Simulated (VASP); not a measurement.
# Ge16H (a cell with a defect) in VASP: further runs

The runs below take Ge16H (a cell with a defect) through single point, with PBE+D3(BJ).

All numbers are computed with VASP 6.6.1; they aren't measurements. Logs are shortened: lines on timing, memory, paths and dates and some standing lists are left out, and cuts for length are marked.

**1. The cell of the first run**

The cell holds a defect, 17 atoms: a = 8.004 Å, b = 8.004 Å, c = 8.004 Å, α = 60.00°, β = 60.00°, γ = 60.00°.

**2. Single point, PBE+D3(BJ)**

Contents of INCAR:

```
PREC = Accurate
ENCUT = 520
EDIFF = 1E-6
ISMEAR = -1
SIGMA = 0.05
LREAL = Auto
LASPH = T
NELM = 80
ALGO = Normal
ISIF = 2
LWAVE = F
LCHARG = F
GGA = PE
IVDW = 12
NBANDS = 126
```

Contents of KPOINTS:

```
Automatic mesh
0
Gamma
  2 2 2
```

Contents of POSCAR:

```
Ge16H
1.0
    0.0000000000      5.6600000000      5.6600000000
    5.6600000000      0.0000000000      5.6600000000
    5.6600000000      5.6600000000      0.0000000000
Ge H
16 1
Direct
   -0.0192932862     -0.0582862191      0.0752650177
    0.1276236749      0.1270053004      0.0859452297
   -0.0132773852      0.0551148410      0.4579770318
    0.0830212014      0.1261130742      0.6296996466
    0.0046113074      0.4951766784     -0.0193639576
    0.1698674912      0.5194081272      0.1278003534
   -0.0317137809      0.4985159011      0.5305300353
    0.1019876325      0.6315812721      0.6196378092
    0.5107773852     -0.0045759717     -0.0147879859
    0.6373674912      0.1460600707      0.0944522968
    0.5173586572      0.0202915194      0.4986130742
    0.6231183746      0.1440371025      0.6154681979
    0.5316077739      0.4958657244      0.0099823322
    0.6323144876      0.6330565371      0.1426148410
    0.5158127208      0.5162897527      0.4954770318
    0.6151325088      0.6532067138      0.6507685512
    0.2596201413      0.2183833922      0.2631890459
```

Potentials or basis: VASP PAW PBE potentials, release 64 (Ge_d, H).

The run is started by

```bash
$ cat potpaw_PBE.64/Ge_d/POTCAR potpaw_PBE.64/H/POTCAR > POTCAR
$ mpirun -np 1 vasp_std > vasp.out
```

OUTCAR:

```text
PREC = Accurate
   ENCUT = 520
   EDIFF = 1E-6
   ISMEAR = -1
   LREAL = Auto
   LASPH = T
   NELM = 80
   ISIF = 2
   GGA = PE
   IVDW = 12
 IVDW          = 12

 ion  position               nearest neighbor table
   1  0.981  0.942  0.075-   2 2.36  10 2.36   6 2.83
   2  0.128  0.127  0.086-   1 2.36   5 2.41   3 2.46   9 2.51
   3  0.987  0.055  0.458-   4 2.26  12 2.39   2 2.46   8 2.77
   4  0.083  0.126  0.630-   3 2.26   7 2.45  11 2.86
   5  0.005  0.495  0.981-   6 2.28   8 2.36   2 2.41  14 2.46
   6  0.170  0.519  0.128-   5 2.28  13 2.49   7 2.75   1 2.83
   7  0.968  0.499  0.531-  16 2.33   8 2.33   4 2.45   6 2.75
   8  0.102  0.632  0.620-   7 2.33   5 2.36  15 2.72   3 2.77
   9  0.511  0.995  0.985-  14 2.39  12 2.42   2 2.51  10 2.53
  10  0.637  0.146  0.094-  13 2.31   1 2.36   9 2.53  11 2.65
  11  0.517  0.020  0.499-  12 2.26  16 2.41  10 2.65   4 2.86
  12  0.623  0.144  0.615-  11 2.26   3 2.39   9 2.42  15 2.44
  13  0.532  0.496  0.010-  10 2.31  16 2.37  14 2.43   6 2.49
  14  0.632  0.633  0.143-  15 2.31   9 2.39  13 2.43   5 2.46
  15  0.516  0.516  0.495-  14 2.31  12 2.44  16 2.57   8 2.72
  16  0.615  0.653  0.651-   7 2.33  13 2.37  11 2.41  15 2.57
  17  0.260  0.218  0.263-

  LATTYP: Found a face centered cubic cell.
 ALAT       =    11.3200000000

  Lattice vectors:

 A1 = (   0.0000000000,   5.6600000000,   5.6600000000)
 A2 = (   5.6600000000,   0.0000000000,   5.6600000000)
 A3 = (   5.6600000000,   5.6600000000,   0.0000000000)

Analysis of symmetry for initial positions (statically):
=====================================================================
 Subroutine PRICEL returns:
 Original cell was already a primitive cell.

 Routine SETGRP: Setting up the symmetry group for a
 face centered cubic supercell.

 Subroutine GETGRP returns: Found  1 space group operations
 (whereof  1 operations were pure point group operations)
 out of a pool of 48 trial point group operations.

The static configuration has the point symmetry C_1 .

Analysis of symmetry for dynamics (positions and initial velocities):
=====================================================================
 Subroutine PRICEL returns:
 Original cell was already a primitive cell.

 Routine SETGRP: Setting up the symmetry group for a
 face centered cubic supercell.

 Subroutine GETGRP returns: Found  1 space group operations
 (whereof  1 operations were pure point group operations)
 out of a pool of 48 trial point group operations.

The dynamic configuration has the point symmetry C_1 .

 Subroutine INISYM returns: Found  1 space group operations
 (whereof  1 operations are pure point group operations),
 and found     1 'primitive' translations

----------------------------------------------------------------------------------------

                                     Primitive cell

  volume of cell :     362.6430

  direct lattice vectors                    reciprocal lattice vectors
     0.000000000  5.660000000  5.660000000    -0.088339223  0.088339223  0.088339223
     5.660000000  0.000000000  5.660000000     0.088339223 -0.088339223  0.088339223
     5.660000000  5.660000000  0.000000000     0.088339223  0.088339223 -0.088339223

  length of vectors
     8.004448763  8.004448763  8.004448763     0.153008022  0.153008022  0.153008022

  position of ions in fractional coordinates (direct lattice)
     0.980706714  0.941713781  0.075265018
     0.127623675  0.127005300  0.085945230
     0.986722615  0.055114841  0.457977032
     0.083021201  0.126113074  0.629699647
     0.004611307  0.495176678  0.980636042
     0.169867491  0.519408127  0.127800353
[... 9 lines left out ...]
     0.615132509  0.653206714  0.650768551
     0.259620141  0.218383392  0.263189046

  ion indices of the primitive-cell ions
   primitive index   ion index
                 1           1
                 2           2
                 3           3
                 4           4
                 5           5
                 6           6
[... 9 lines left out ...]
                16          16
                17          17

----------------------------------------------------------------------------------------

 KPOINTS: Automatic mesh

Automatic generation of k-mesh.
 Grid dimensions read from file:
 generate k-points for:    2    2    2

 Generating k-lattice:

  Cartesian coordinates                     Fractional coordinates (reciprocal lattice)
    -0.044169611  0.044169611  0.044169611     0.500000000  0.000000000  0.000000000
     0.044169611 -0.044169611  0.044169611     0.000000000  0.500000000  0.000000000
     0.044169611  0.044169611 -0.044169611     0.000000000  0.000000000  0.500000000

  Length of vectors
     0.076504011  0.076504011  0.076504011

  Shift w.r.t. Gamma in fractional coordinates (k-lattice)
     0.000000000  0.000000000  0.000000000

 Subroutine IBZKPT returns following result:
 ===========================================

 Found      8 irreducible k-points:

 Following reciprocal coordinates:
            Coordinates               Weight
  0.000000  0.000000  0.000000      1.000000
  0.500000  0.000000  0.000000      1.000000
  0.000000  0.500000  0.000000      1.000000
  0.000000  0.000000  0.500000      1.000000
  0.500000  0.500000  0.500000      1.000000
  0.500000  0.500000  0.000000      1.000000
  0.000000  0.500000  0.500000      1.000000
  0.500000  0.000000  0.500000      1.000000
   k-points           NKPTS =      8   k-points in BZ     NKDIM =      8   number of bands    NBANDS=    126
   number of dos      NEDOS =    301   number of ions     NIONS =     17
   total plane-waves  NPLWV = 216000
   dimension x,y,z NGX =    60 NGY =   60 NGZ =   60
   dimension x,y,z NGXF=   120 NGYF=  120 NGZF=  120
   ions per type =              16   1
   NGX,Y,Z   is equivalent  to a cutoff of  12.46, 12.46, 12.46 a.u.
   NGXF,Y,Z  is equivalent  to a cutoff of  24.92, 24.92, 24.92 a.u.
 SYSTEM =  unknown system
   PREC   = accura    normal or accurate (medium, high low for compatibility)
   ISTART =      0    job   : 0-new  1-cont  2-samecut
   ICHARG =      2    charge: 1-file 2-atom 10-const
   ISPIN  =      1    spin polarized calculation?
   LNONCOLLINEAR =      F non collinear calculations
   LSORBIT =      F    spin-orbit coupling
   LASPH  =      T    aspherical Exc in radial PAW
   ENCUT  =  520.0 eV  38.22 Ry    6.18 a.u.  14.88 14.88 14.88*2*pi/ulx,y,z
   NELM   =     80;   NELMIN=  2; NELMDL= -5     # of ELM steps
   EDIFF  = 0.1E-05   stopping-criterion for ELM
   LREAL  =      T    real-space projection
   EDIFFG = 0.1E-04   stopping-criterion for IOM
   NSW    =      0    number of steps for IOM
   IBRION =     -1    ionic relax: 0-MD 1-quasi-New 2-CG
   NFREE  =      0    steps in history (QN), initial steepest desc. (CG)
   ISIF   =      2    stress and relaxation
   ISYM   =      2    0-nonsym 1-usesym 2-fastsym
   POTIM  = 0.5000    time-step for ionic-motion
   TEBEG  =    0.0;   TEEND  =   0.0 temperature during run
   PSTRESS=    0.0 pullay stress
   NELECT =     225.0000    total number of electrons
   NUPDOWN=      -1.0000    fix difference up-down
   EMIN   =  10.00;   EMAX   =-10.00  energy-range for DOS
   EFERMI =   0.00;   METHOD = LEGACY
   ISMEAR =    -1;   SIGMA  =   0.05  broadening in eV -4-tet -1-fermi 0-gaus
   EFERMI_NEDOS =   21; number of points for ismear=-14 and -15
   IALGO  =     38    algorithm
   IMIX   =      4    mixing-type and parameters
     AMIX     =   0.40;   BMIX     =  1.00
     AMIX_MAG =   1.60;   BMIX_MAG =  1.00
  volume/ion in A,a.u.               =      21.33       143.96
  Fermi-wavevector in a.u.,A,eV,Ry     =   1.396291  2.638607 26.526303  1.949628
  Thomas-Fermi vector in A             =   2.519659
   LORBIT       =      0    0 simple, 1 ext, 2 COOP (PROOUT), +10 PAW based schemes
   GGA     = PE    functional components
   LHFCALC =     F    Hartree Fock is set to
   AEXX    =    0.0000 exact exchange contribution
   IVDW    =    12    specifies the selected vdW correction
   LEPSILON=     F    determine dielectric tensor
   LRPA    =     F    only Hartree local field effects (RPA)
 non-spin polarized calculation
  energy-cutoff  :      520.00
  volume of cell :      362.64
 maximum number of plane-waves:      9841
 NGX is ok and might be reduce to    60
   NGX = 29   NGY = 29   NGZ = 29

 number of electron     225.0000000 magnetization

 Free energy of the ion-electron system (eV)
  ---------------------------------------------------
  ext. energy  EPLUGINS =         0.00000000
  ---------------------------------------------------
  free energy    TOTEN  =       -69.03618233 eV

  energy without entropy =      -68.99225883  energy(sigma->0) =      -69.01422058

 E-fermi :   4.7944     XC(G=0):  -9.9944

 val. band max:        4.7436309122   @ k =   0.0000   0.0000   0.0000
 cond. band min:       4.8067620214   @ k =   0.0000   0.5000   0.5000
 fundamental gap:      0.0631311092
 Fermi energy:         4.7943891229

 k-point     1 :       0.0000    0.0000    0.0000
  band No.  band energies     occupation
      1     -20.0553      2.00000
      2     -20.0543      2.00000
      3     -20.0254      2.00000
      4     -20.0111      2.00000
      5     -19.9876      2.00000
      6     -19.9761      2.00000
[... 116 lines left out ...]
    123       6.2796      0.00000
    124       7.1754      0.00000

 k-point     2 :       0.5000    0.0000    0.0000
  band No.  band energies     occupation
      1     -20.0561      2.00000
      2     -20.0546      2.00000
      3     -20.0306      2.00000
      4     -20.0102      2.00000
      5     -19.9906      2.00000
      6     -19.9819      2.00000
[... 878 lines left out ...]
    123       8.7038      0.00000
    124       8.9922      0.00000
 [bands above 124 left out]

------------------------ aborting loop because EDIFF is reached ----------------------------------------

 Edisp (eV)   -5.05101

 E8    (eV) :    -2.2380

  FORCE on cell =-STRESS in cart. coord.  units (eV):
  Direction    XX          YY          ZZ          XY          YZ          ZX
  --------------------------------------------------------------------------------------
  -------------------------------------------------------------------------------------
  Total      12.11711    13.92115     8.19000     3.61626     3.71001     5.05832
  in kB      53.53406    61.50441    36.18388    15.97684    16.39102    22.34793
  external pressure =       50.41 kB  Pullay stress =        0.00 kB

 VOLUME and BASIS-vectors are now :
 -----------------------------------------------------------------------------
  energy-cutoff  :      520.00
  volume of cell :      362.64
      direct lattice vectors                 reciprocal lattice vectors
     0.000000000  5.660000000  5.660000000    -0.088339223  0.088339223  0.088339223
     5.660000000  0.000000000  5.660000000     0.088339223 -0.088339223  0.088339223
     5.660000000  5.660000000  0.000000000     0.088339223  0.088339223 -0.088339223

 POSITION                                       TOTAL-FORCE (eV/Angst)
 -----------------------------------------------------------------------------------
      5.75610      5.97680     10.88090        -1.505216     -0.028216     -0.118355
      1.20530      1.20880      1.44120        -0.098770      0.624578      0.247867
      2.90410      8.17700      5.89680        -1.766533      0.012999     -1.365192
      4.27790      4.03400      1.18370         0.937200      2.373605      1.256939
      8.35310      5.57650      2.82880        -0.058590     -1.096953     -0.678838
      3.66320      1.68480      3.90130         1.374683      2.256527      0.130888
[... 9 lines left out ...]
      7.38050      7.16500      7.17880        -0.506930     -1.226319     -0.454270
      2.72570      2.95910      2.70550         0.393279     -0.666568      0.709787
 -----------------------------------------------------------------------------------
    total drift:                               -0.001150      0.000145      0.000206

  FREE ENERGIE OF THE ION-ELECTRON SYSTEM (eV)
  ---------------------------------------------------
  free  energy   TOTEN  =       -74.0871909975 eV

  energy  without entropy=      -74.0432674981  energy(sigma->0) =      -74.06522925
```

Wall time 18 min (1 thread of Oxide Virtual Turin-like, shared host); peak memory 0.57 GiB.

What came out:

* Free energy: -74.0872 eV
* Pressure: 5.0 GPa
* Largest force: 2.845 eV/Å
* Dispersion energy per atom: -0.297 eV

Forces in eV/Å, atoms in the order of the input:
```
Ge  -1.505 -0.028 -0.118
Ge  -0.099  0.625  0.248
Ge  -1.767  0.013 -1.365
Ge   0.937  2.374  1.257
Ge  -0.059 -1.097 -0.679
Ge   1.375  2.257  0.131
Ge  -1.556 -0.166  0.602
Ge   0.039  0.117  2.250
Ge   1.115 -0.218  0.484
Ge  -0.470  0.458 -1.697
Ge  -0.811 -2.187 -1.293
Ge   0.956  0.498  0.735
Ge   1.089 -0.721 -0.008
Ge  -1.104 -0.347  0.571
Ge   1.971  0.315 -1.373
Ge  -0.507 -1.226 -0.454
H    0.393 -0.667  0.710
```

Caveat: the k points lie up to 0.48 Å⁻¹ apart.

**3. Single point, PBE+D3(BJ)**

Contents of INCAR:

```
ALGO = Normal
EDIFF = 1E-6
ENCUT = 520
GGA = PE
ISIF = 2
ISMEAR = -1
IVDW = 12
LASPH = True
LCHARG = False
LREAL = Auto
LWAVE = False
NBANDS = 126
NELM = 100
PREC = Accurate
SIGMA = 0.05
```

Contents of KPOINTS:

```
k-points
0
Gamma
  2 2 2
```

Contents of POSCAR:

```
Ge16H
1.0
    0.0000000000      5.6600000000      5.6600000000
    5.6600000000      0.0000000000      5.6600000000
    5.6600000000      5.6600000000      0.0000000000
Ge H
16 1
Direct
   -0.0179151943     -0.0652826855      0.0774734982
    0.1657332155      0.1922879859     -0.0757508834
    0.0370141343      0.0831095406      0.3975265018
    0.0413957597      0.0627031802      0.7260954064
   -0.0329505300      0.5873321555     -0.0661484099
    0.1623233216      0.4901325088      0.1812632509
    0.0462279152      0.4285247350      0.5479593640
    0.1379770318      0.7131360424      0.5487367491
    0.4858922261     -0.0228886926      0.0308038869
    0.5630388693      0.1432685512      0.1514310954
    0.4803621908      0.0320053004      0.5426236749
    0.6309010601      0.1234275618      0.6390812721
    0.5199028269      0.5024469965     -0.0189310954
    0.6474646643      0.5865282686      0.1585424028
    0.4821554770      0.5007420495      0.5580918728
    0.6580653710      0.6413869258      0.6017579505
    0.1687279152      0.2197526502      0.2274381625
```

Potentials or basis: VASP PAW PBE potentials, release 64 (Ge_d, H).

The run is started by

```bash
$ cat potpaw_PBE.64/Ge_d/POTCAR potpaw_PBE.64/H/POTCAR > POTCAR
$ mpirun -np 1 vasp_std > vasp.out
```

Wall time 24 min (1 thread of Oxide Virtual Turin-like, shared host); peak memory 0.57 GiB.

The run converged. Its results:

* Free energy: -73.4605 eV
* Pressure: 2.0 GPa
* Largest force: 3.471 eV/Å
* Dispersion energy per atom: -0.289 eV

Forces on the atoms (eV/Å):
```
Ge   0.785  0.724 -1.113
Ge   0.353 -0.156  0.070
Ge   0.562 -0.411 -1.738
Ge  -0.975 -0.810  1.089
Ge  -1.046  1.449  1.339
Ge  -0.171 -1.017  0.441
Ge   0.846 -0.182  0.294
Ge  -0.486  0.000 -1.021
Ge  -0.727 -0.266 -0.086
Ge  -0.010  1.201  0.043
Ge  -1.969 -2.032 -2.011
Ge   1.312  1.915  1.918
Ge   0.475  0.184  0.373
Ge   1.180 -1.057 -1.616
Ge  -0.902 -0.133  0.523
Ge   0.542  0.448  0.224
H    0.229  0.145  1.272
```

Stress tensor (GPa, compression positive):
```
2.05 1.15 0.65
1.15 1.32 1.22
0.65 1.22 2.66
```

Levels at points of the mesh, in eV from the Fermi level:
| k point | band 110 | band 111 | band 112 | band 113 | band 114 | band 115 |
| --- | --- | --- | --- | --- | --- | --- |
| (0.00, 0.00, 0.00) | -0.50 | -0.29 | -0.19 | 0.05 | 0.14 | 0.28 |
| (0.50, 0.00, 0.00) | -0.67 | -0.46 | -0.26 | -0.15 | 0.38 | 0.55 |
| (0.00, 0.50, 0.00) | -0.57 | -0.47 | -0.25 | -0.08 | 0.26 | 0.66 |
| (0.00, 0.00, 0.50) | -0.72 | -0.56 | -0.27 | -0.07 | 0.28 | 0.44 |
| (0.50, 0.50, 0.50) | -0.91 | -0.51 | -0.18 | 0.09 | 0.55 | 0.76 |
| (0.50, 0.50, 0.00) | -0.90 | -0.82 | -0.36 | -0.20 | 0.87 | 1.25 |
| (0.00, 0.50, 0.50) | -1.10 | -0.81 | -0.52 | 0.48 | 0.82 | 1.41 |
| (0.50, 0.00, 0.50) | -0.85 | -0.66 | -0.60 | 0.24 | 0.33 | 1.02 |

Caveat: the k points lie up to 0.48 Å⁻¹ apart.
